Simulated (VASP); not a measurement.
Set up this calculation in VASP 6.6.1, as the native input.

```yaml
Task: single point
Functional: PBE0
Potentials_or_basis: VASP PAW PBE potentials, release 64 (Ir)
Cutoff: 520 eV
k_mesh: 6 × 6 × 6
Occupations: fermi-dirac, width 0.05 eV
Spin: no spin polarisation
Dipole_correction: no
Grid_for_exact_exchange_PRECFOCK: Normal
Further_INCAR_settings: ALGO = Normal; EDIFF = 1e-06; NBANDS = 10
Share_of_exact_exchange: 0.25
```

Crystal: Ir.

```
Ir
1.0
     0.00000    1.95317    1.95317
     1.95317    0.00000    1.95317
     1.95317    1.95317    0.00000
Ir
1
Direct
  0.00000 0.00000 0.00000
```

One way to write it, as run:

POSCAR

```
Ir
1.0
    0.0000000000      1.9531703226      1.9531703226
    1.9531703226      0.0000000000      1.9531703226
    1.9531703226      1.9531703226      0.0000000000
Ir
1
Direct
    0.0000000000      0.0000000000      0.0000000000
```

INCAR.step1

```
PREC     = Accurate       # precision mode
ENCUT    = 520            # plane-wave cutoff, eV
EDIFF    = 1E-5           # SCF threshold, eV
ISMEAR   = -1             # smearing method
SIGMA    = 0.05           # smearing width, eV
LREAL    = False          # projectors in reciprocal space
LASPH    = True           # aspherical terms in the spheres
NELM     = 100            # most SCF steps
ALGO     = Normal         # electronic algorithm
ISIF     = 2              # what is computed and relaxed
LWAVE    = True           # write WAVECAR
LCHARG   = False          # write CHGCAR
NBANDS   = 10             # bands
GGA      = PE             # functional
```

INCAR.step2

```
PREC     = Accurate       # precision mode
ENCUT    = 520            # plane-wave cutoff, eV
EDIFF    = 1E-6           # SCF threshold, eV
ISMEAR   = -1             # smearing method
SIGMA    = 0.05           # smearing width, eV
LREAL    = False          # projectors in reciprocal space
LASPH    = True           # aspherical terms in the spheres
NELM     = 100            # most SCF steps
ALGO     = Normal         # electronic algorithm
ISIF     = 2              # what is computed and relaxed
LWAVE    = False          # write WAVECAR
LCHARG   = False          # write CHGCAR
GGA      = PE             # functional
LHFCALC  = True           # exact exchange
AEXX     = 0.25           # exact-exchange fraction
PRECFOCK = Normal       
NBANDS   = 10             # bands
ISTART   = 1
```

KPOINTS

```
regular mesh
0
Gamma
  6 6 6
```

Potentials or basis: VASP PAW PBE potentials, release 64 (Ir).

Launch:

```sh
$ cat potpaw_PBE.64/Ir/POTCAR > POTCAR
$ cp INCAR.step1 INCAR
$ mpirun -np 1 vasp_std > vasp.out
$ cp INCAR.step2 INCAR
$ mpirun -np 1 vasp_std > vasp.out
```

It gave:

The pressure is -19.6 GPa and the band gap on the k mesh is zero (an odd number of electrons rules out a gap without spin polarisation).

Caveat: the k points lie up to 0.46 Å⁻¹ apart, too coarse for converged energies and pressures of a metal; the PAW data sets were made with another functional, which shifts forces and pressure a little; spin-orbit coupling is left out, which moves the levels of the heavy elements.

Wall time 7.9 min on 1 thread of AMD EPYC 7R43 64-Core Processor (Zen 3) (shared host), peak memory 0.13 GiB.
